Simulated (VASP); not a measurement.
Here is a VASP 6.6.1 calculation.

Contents of INCAR:

```
SYSTEM = KCl
ALGO = Normal
EDIFF = 1E-7
ENCUT = 520
GGA = PE
ISIF = 2
ISMEAR = 0
LASPH = .True.
LCHARG = .True.
LELF = .True.
LREAL = .False.
LVHAR = .True.
LWAVE = .False.
NBANDS = 15
NELM = 60
PREC = Accurate
SIGMA = 0.01
```

The input KPOINTS:

```
k-points
0
Gamma
  6 6 6
  0 0 0
```

Contents of POSCAR:

```
KCl
1.0
    3.8728222971      0.0000000000      0.0000000000
    0.0000000000      3.8728222971      0.0000000000
    0.0000000000      0.0000000000      3.8728222971
K Cl
1 1
Direct
    0.0000000000      0.0000000000      0.0000000000
    0.5000000000      0.5000000000      0.5000000000
```

Potentials or basis: VASP PAW PBE potentials, release 64 (K_sv, Cl).

Command:

```sh
$ cat potpaw_PBE.64/K_sv/POTCAR potpaw_PBE.64/Cl/POTCAR > POTCAR
$ mpirun -np 1 vasp_std > vasp.out
```

Q: Estimate the pressure.

A: -0.5 GPa.

Q: What does it give for the band gap on the k mesh?

A: 4.69 eV, indirect (least direct gap 4.89 eV).

 A k mesh can miss the band edges.
